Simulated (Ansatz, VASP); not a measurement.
**Two plane-wave programs on CaO**

The input POSCAR:

```
CaO
1.0
    0.0000000000      2.4490000000      2.4490000000
    2.4490000000      0.0000000000      2.4490000000
    2.4490000000      2.4490000000      0.0000000000
Ca O
1 1
Direct
   -0.0382809310      0.0382809310      0.0382809310
    0.5000000000      0.5000000000      0.5000000000
```

Contents of INCAR.step1:

```
SYSTEM = CaO
PREC = Accurate ; ENCUT = 520
ISMEAR = 0 ; SIGMA = 0.05
LREAL = .False. ; LASPH = .True.
NELM = 100 ; NBANDS = 15
GGA = PE ; ALGO = Normal
EDIFF = 1E-4 ; LWAVE = .True.
LCHARG = .False.
```

File INCAR.step2:

```
SYSTEM = CaO
PREC = Accurate ; ENCUT = 520
EDIFF = 1E-7 ; ISMEAR = 0
SIGMA = 0.05 ; LREAL = .False.
LASPH = .True. ; NELM = 100
ALGO = Normal ; ISIF = 2
LWAVE = .False. ; LCHARG = .False.
METAGGA = R2SCAN ; LMIXTAU = .True.
NBANDS = 15 ; ISTART = 1
```

KPOINTS

```
regular mesh
0
Gamma
  8 8 8
  0 0 0
```

Input for Ansatz:

```yaml
crystal:
  lattice:
    - [0.0, 2.449, 2.449]
    - [2.449, 0.0, 2.449]
    - [2.449, 2.449, 0.0]
  atoms:
    - { symbol: Ca, position: [-0.038280931, 0.038280931, 0.038280931] }
    - { symbol: O, position: [0.5, 0.5, 0.5] }
basis:
  ecutwfc: 500
kpoints:
  mp_grid: { grid: [8, 8, 8] }
hamiltonian:
  xc: r2scan
scf:
  occupations: { method: gaussian, width: 0.05 }
output:
  forces: true
  stress: true
  eigenvalues: true
```

Change from the starting cell: all Ca atoms moved +0.188 Å, as atom 1 along Cartesian [1 0 0].

Alike in both runs: task single point; functional r2SCAN; k mesh 8 × 8 × 8; occupations gaussian, width 0.05 eV; no spin polarisation.

```csv
,VASP,Ansatz
version,VASP 6.6.1,Ansatz 0.2.0
potentials or method,"VASP PAW PBE potentials, release 64 (Ca_sv, O), cutoff 520 eV","scalar-relativistic, plane waves, PAW"
valence electrons in the cell,16,16
```

```tsv
	VASP	Ansatz	Ansatz less VASP
gap on the k mesh at the Fermi level (eV)	4.30	4.31	+0.009
least direct gap on the mesh (eV)	4.61	4.62	+0.012
pressure (GPa)	-4.3	-5.2	-0.87
traceless stress, the component that is largest in VASP (GPa)	3.12	2.90	-0.221
rms of the force components (eV/Å)	0.356	0.322	-0.0341
```

VASP's potentials were made for PBE, not for r2SCAN. Atom by atom the forces differ by 0.034 eV/Å (rms over components). With one functional, cell and mesh, what is left measures potentials, basis and numerics.
